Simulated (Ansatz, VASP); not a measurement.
AlHCl4: VASP beside Ansatz

```xyz
6
Lattice="4.2871 0.0000 0.0000 0.0000 4.2871 0.0000 0.0000 0.0000 6.2633" Properties=species:S:1:pos:R:3 pbc="T T T"
Al    2.1436    2.1436    0.0000
H     0.0000    0.0000    3.1316
Cl    2.1436    0.0000    1.4858
Cl    2.1436    0.0000    4.7775
Cl    0.0000    2.1436    4.7775
Cl    0.0000    2.1436    1.4858
```

Change from the starting cell: species swapped into the CaSnF4 type (P4/mmm, No. 123).

Alike in both runs: functional PBE; k mesh 4 × 4 × 4; occupations gaussian, width 0.1 eV; no spin polarisation.

Ansatz relaxed the structure, and its values are those at the end. VASP's run is a single point on that final structure, the one shown.

```csv
,VASP,Ansatz
version,VASP 6.6.1,Ansatz 0.2.0
potentials or method,"VASP PAW PBE potentials, release 64 (Al, H, Cl), cutoff 520 eV","scalar-relativistic, plane waves, PAW"
valence electrons in the cell,32,32
```

|  | VASP | Ansatz | Ansatz less VASP |
| --- | --- | --- | --- |
| gap on the k mesh at the Fermi level (eV) | none | none | - |
| pressure (GPa) | -0.2 | -0.1 | +0.11 |
| rms of the force components (eV/Å) | 0.005 | 0.003 | -0.0020 |

A gap of «none» marks a metal or a gap that the smearing closes.

The k mesh is coarse, so the values compare programs but aren't converged.
